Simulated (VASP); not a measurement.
Runs of VASP 6.6.1 on Os. The structure is that of space group Fm-3m (No. 225), or close to it. The cells are those of the table. This isn't the form of Os at room conditions, which is hcp.

| task | cell | k mesh | cutoff (eV) | gap on the mesh (eV) | pressure (GPa) |
| --- | --- | --- | --- | --- | --- |
| single point | a = 2.781 Å, angles 60.0°, 1 atom | 16 × 16 × 16 | 520 | none | -26.7 |
| single point | a = 2.711 Å, angles 60.0°, 1 atom | 16 × 16 × 16 | 520 | none | 0.8 |
| single point | a = 2.746 Å, angles 60.0°, 1 atom | 16 × 16 × 16 | 520 | none | -14.6 |
| single point | a = 2.598 Å, angles 60.0°, 1 atom | 16 × 16 × 16 | 520 | none | (b) |
| single point | a = 2.674 Å, angles 60.0°, 1 atom | 16 × 16 × 16 | 520 | none | 20.2 |
| single point | a = 2.636 Å, angles 60.0°, 1 atom | 16 × 16 × 16 | 520 | none | 44.7 |
| single point | a = 2.711 Å, angles 60.0°, 1 atom | 23 × 23 × 23 | 520 | none | 0.8 |
| single point | a = 2.711 Å, angles 60.0°, 1 atom | 14 × 14 × 14 | 520 | none | 1.0 |
| single point | a = 2.815 Å, angles 60.0°, 1 atom | 16 × 16 × 16 | 520 | none | (a) |
| relaxation of cell and atoms | relaxed from a = 2.705 Å, angles 60.0°, 1 atom | 14 × 14 × 14 | 600 | none | -0.1 |

Alike in all rows: level r2SCAN; potentials or basis VASP PAW PBE potentials, release 64 (Os); no spin polarisation; smearing fermi-dirac 0.1 eV.

Q: Fill in the values left out.

A: (a) -36.1; (b) 75.6.

Caveats: the PAW data sets were made with another functional, which shifts forces and pressure a little; spin-orbit coupling is left out, which moves the levels of the heavy elements; the cell stands under tension (at least some runs); the cell stands under pressure (at least some runs).

A k mesh can miss the band edges, and the runs leave out spin-orbit coupling on Os.

A gap of «none» marks levels without a gap at the run's occupations.
